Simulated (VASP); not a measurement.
# CsCl (Pm-3m) in VASP: a series of runs, part 2 of 2

VASP 6.6.1. The steps go on from the part before.

## (3) Electric field gradients, PBE, non-collinear spin, zero start, spin-orbit coupling

Input file INCAR:

```
SYSTEM = CsCl
ALGO = Normal
EDIFF = 1E-8
ENCUT = 400
GGA = PE
GGA_COMPAT = .FALSE.
ISIF = 2
ISMEAR = -1
LASPH = .TRUE.
LCHARG = .FALSE.
LEFG = .TRUE.
LORBIT = 11
LORBMOM = .TRUE.
LREAL = .FALSE.
LSORBIT = .TRUE.
LWAVE = .FALSE.
MAGMOM = 0 0 0 0 0 0
NBANDS = 28
NELM = 200
PREC = Accurate
SIGMA = 0.03
```

Input file KPOINTS:

```
k-points
0
G
  6 6 6
  0 0 0
```

Input file POSCAR:

```
CsCl
1.0
    4.1230000000      0.0000000000      0.0000000000
    0.0000000000      4.1230000000      0.0000000000
    0.0000000000      0.0000000000      4.1230000000
Cs Cl
1 1
Direct
    0.0000000000      0.0000000000      0.0000000000
    0.5000000000      0.5000000000      0.5000000000
```

Potentials or basis: VASP PAW PBE potentials, release 64 (Cs_sv, Cl).

The run is started by

```sh
cat potpaw_PBE.64/Cs_sv/POTCAR potpaw_PBE.64/Cl/POTCAR > POTCAR
mpirun -np 1 vasp_ncl > vasp.out
```

OUTCAR:

```text
SYSTEM = CsCl
   EDIFF = 1E-8
   ENCUT = 400
   GGA = PE
   ISIF = 2
   ISMEAR = -1
   LASPH = .TRUE.
   LORBIT = 11
   LREAL = .FALSE.
   LSORBIT = .TRUE.
   NELM = 200
   PREC = Accurate

 ion  position               nearest neighbor table
   1  0.000  0.000  0.000-
   2  0.500  0.500  0.500-

  LATTYP: Found a simple cubic cell.
 ALAT       =     4.1230000000

  Lattice vectors:

 A1 = (   4.1230000000,   0.0000000000,   0.0000000000)
 A2 = (   0.0000000000,   4.1230000000,   0.0000000000)
 A3 = (   0.0000000000,   0.0000000000,   4.1230000000)

Analysis of symmetry for initial positions (statically):
=====================================================================
 Subroutine PRICEL returns:
 Original cell was already a primitive cell.

 Routine SETGRP: Setting up the symmetry group for a
 simple cubic supercell.

 Subroutine GETGRP returns: Found 48 space group operations
 (whereof 48 operations were pure point group operations)
 out of a pool of 48 trial point group operations.

The static configuration has the point symmetry O_h .

Analysis of symmetry for dynamics (positions and initial velocities):
=====================================================================
 Subroutine PRICEL returns:
 Original cell was already a primitive cell.

 Routine SETGRP: Setting up the symmetry group for a
 simple cubic supercell.

 Subroutine GETGRP returns: Found 48 space group operations
 (whereof 48 operations were pure point group operations)
 out of a pool of 48 trial point group operations.

The dynamic configuration has the point symmetry O_h .

Analysis of structural, dynamic, and magnetic symmetry:
=====================================================================
 Subroutine PRICEL returns:
 Original cell was already a primitive cell.

 Routine SETGRP: Setting up the symmetry group for a
 simple cubic supercell.

[... 845 lines left out ...]
            0.000  -0.000  -0.000

 orbital moment (y)

 # of ion     p       d       tot
 ----------------------------------------
  1        -0.000   0.000   0.000
  2         0.000   0.000   0.000
 ----------------------------------------
           -0.000   0.000   0.000

 orbital moment (z)

 # of ion     p       d       tot
 ----------------------------------------
  1         0.000   0.000   0.000
  2         0.000   0.000   0.000
 ----------------------------------------
            0.000   0.000   0.000

 Spin-Orbit-Coupling matrix elements

 Ion:    1  E_soc:     -0.3245341
 l=   1
     0.0000000    -0.0540673    -0.0540673
    -0.0540673     0.0000000    -0.0540673
    -0.0540673    -0.0540673     0.0000000
 l=   2
     0.0000000    -0.0000078     0.0000000    -0.0000078    -0.0000139
    -0.0000078     0.0000000    -0.0000104    -0.0000078    -0.0000035
     0.0000000    -0.0000104     0.0000000    -0.0000104     0.0000000
    -0.0000078    -0.0000078    -0.0000104     0.0000000    -0.0000035
    -0.0000139    -0.0000035     0.0000000    -0.0000035     0.0000000
 l=   3
     0.0000000     0.0000000     0.0000000     0.0000000     0.0000000     0.0000000     0.0000000
     0.0000000     0.0000000     0.0000000     0.0000000     0.0000000     0.0000000     0.0000000
     0.0000000     0.0000000     0.0000000     0.0000000     0.0000000     0.0000000     0.0000000
     0.0000000     0.0000000     0.0000000     0.0000000     0.0000000     0.0000000     0.0000000
     0.0000000     0.0000000     0.0000000     0.0000000     0.0000000     0.0000000     0.0000000
     0.0000000     0.0000000     0.0000000     0.0000000     0.0000000     0.0000000     0.0000000
     0.0000000     0.0000000     0.0000000     0.0000000     0.0000000     0.0000000     0.0000000

 Ion:    2  E_soc:     -0.0031814
 l=   1
     0.0000000    -0.0005302    -0.0005302
    -0.0005302     0.0000000    -0.0005302
    -0.0005302    -0.0005302     0.0000000
 l=   2
     0.0000000     0.0000000     0.0000000     0.0000000     0.0000000
     0.0000000     0.0000000     0.0000000     0.0000000     0.0000000
     0.0000000     0.0000000     0.0000000     0.0000000     0.0000000
     0.0000000     0.0000000     0.0000000     0.0000000     0.0000000
     0.0000000     0.0000000     0.0000000     0.0000000     0.0000000
 l=   3
     0.0000000     0.0000000     0.0000000     0.0000000     0.0000000     0.0000000     0.0000000
     0.0000000     0.0000000     0.0000000     0.0000000     0.0000000     0.0000000     0.0000000
     0.0000000     0.0000000     0.0000000     0.0000000     0.0000000     0.0000000     0.0000000
     0.0000000     0.0000000     0.0000000     0.0000000     0.0000000     0.0000000     0.0000000
     0.0000000     0.0000000     0.0000000     0.0000000     0.0000000     0.0000000     0.0000000
     0.0000000     0.0000000     0.0000000     0.0000000     0.0000000     0.0000000     0.0000000
     0.0000000     0.0000000     0.0000000     0.0000000     0.0000000     0.0000000     0.0000000

 total charge

# of ion       s       p       d       tot
------------------------------------------
    1        1.844   4.710   0.031   6.585
    2        1.591   3.549   0.000   5.140
--------------------------------------------------
tot          3.435   8.260   0.031  11.725

 magnetization (x)

# of ion       s       p       d       tot
------------------------------------------
    1       -0.000   0.000   0.000  -0.000
    2       -0.000  -0.000   0.000  -0.000
--------------------------------------------------
tot         -0.000  -0.000   0.000  -0.000

 magnetization (y)

# of ion       s       p       d       tot
------------------------------------------
    1        0.000  -0.000  -0.000  -0.000
    2        0.000  -0.000   0.000  -0.000
--------------------------------------------------
tot          0.000  -0.000  -0.000  -0.000

 magnetization (z)

# of ion       s       p       d       tot
------------------------------------------
    1        0.000   0.000  -0.000   0.000
    2       -0.000  -0.000   0.000  -0.000
--------------------------------------------------
tot         -0.000  -0.000  -0.000  -0.000
```

OSZICAR:

```text
N       E                     dE             d eps       ncg     rms          rms(c)
DAV:   1     0.899033446910E+02    0.89903E+02   -0.56979E+03  1120   0.797E+02
DAV:   2     0.464711213145E-01   -0.89857E+02   -0.84905E+02  1616   0.167E+02
DAV:   3    -0.702965433223E+01   -0.70761E+01   -0.70430E+01  1408   0.512E+01
DAV:   4    -0.710596178636E+01   -0.76307E-01   -0.76266E-01  1312   0.645E+00
DAV:   5    -0.710690631139E+01   -0.94453E-03   -0.94447E-03  1388   0.721E-01    0.234E+00
DAV:   6    -0.673308945977E+01    0.37382E+00   -0.42913E-01  1304   0.402E+00    0.165E+00
DAV:   7    -0.668931933027E+01    0.43770E-01   -0.17598E-01  1356   0.231E+00    0.117E+00
DAV:   8    -0.668980289179E+01   -0.48356E-03   -0.14665E-02  1300   0.754E-01    0.568E-01
DAV:   9    -0.668991490634E+01   -0.11201E-03   -0.13582E-03  1372   0.295E-01    0.183E-01
DAV:  10    -0.669001602159E+01   -0.10112E-03   -0.11652E-03  1396   0.177E-01    0.679E-02
DAV:  11    -0.669012576747E+01   -0.10975E-03   -0.24766E-04  1192   0.115E-01    0.762E-03
DAV:  12    -0.669012763531E+01   -0.18678E-05   -0.10299E-05  1216   0.238E-02    0.866E-03
DAV:  13    -0.669012779869E+01   -0.16338E-06   -0.20696E-06  1236   0.930E-03    0.130E-03
DAV:  14    -0.669012783238E+01   -0.33683E-07   -0.49868E-08  1336   0.155E-03    0.170E-03
DAV:  15    -0.669012783543E+01   -0.30562E-08   -0.91946E-09  1008   0.594E-04
   1 F= -.66901278E+01 E0= -.66901278E+01  d E =-.265146E-11  mag=     0.0000    -0.0000    -0.0000
```

stdout:

```text
POSCAR found type information on POSCAR CsCl
 POSCAR found :  2 types and       2 ions
 scaLAPACK will be used
 LDA part: xc-table for (Slater+PW92), standard interpolation
 POSCAR, INCAR and KPOINTS ok, starting setup
 FFT: planning ... GRIDC
 FFT: planning ... GRID_SOFT
 FFT: planning ... GRID
 WAVECAR not read
 entering main loop
ion   1

ion   2
```

It took 50 s on 1 thread of Intel Xeon Platinum 8259CL at 2.50GHz (Skylake/Cascade Lake), shared host; peak memory 0.25 GiB.

Results:

```yaml
Free_energy: -6.6901 eV
Pressure: 1.0 GPa
Net_moment: 0.00 μB per cell
Valence_electrons_inside_the_program's_atomic_spheres: Cs 6.58; Cl 5.14
```

Moments on the atoms (μB; x, y, z):
```
Cs  0.00 0.00 0.00
Cl  0.00 0.00 0.00
```

Caveat: without QUAD_EFG the Cq values of the log hold for a quadrupole moment of 1 mb, not for the nuclei.
